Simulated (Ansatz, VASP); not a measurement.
# Two plane-wave programs on HfGe

```
CELL_PARAMETERS angstrom
3.25169 0.00000 0.00000
0.00000 3.25169 0.00000
0.00000 0.00000 3.25169
ATOMIC_POSITIONS crystal
Hf 0.00000 0.00000 0.00000
Ge 0.50000 0.50000 0.50000
```

Change from the starting cell: volume scaled by 0.95, PAW files.

Alike in both runs: task single point; functional PBEsol; k mesh 13 × 13 × 13; occupations fermi-dirac, width 0.05 eV; no spin polarisation.

|  | VASP | Ansatz |
| --- | --- | --- |
| version | VASP 6.6.1 | Ansatz 0.2.0 |
| potentials or method | VASP PAW PBE potentials, release 64 (Hf_pv, Ge_d) | PAW with Ansatz's default frozen-core files, scalar-relativistic |
| plane-wave cutoff (eV) | 520 | 420 |
| valence electrons in the cell | 24 | 40 |

Ansatz gave:

```
pressure (GPa) : 7.2
```

Q: Estimate VASP's values.

A: Pressure (GPa): 7.1.

VASP's potentials were made for PBE, not for PBEsol. VASP's potentials hold 24 valence electrons a cell and Ansatz's 40, so a difference there can come from the potentials and not from the codes.

Neither program's run includes spin-orbit coupling.
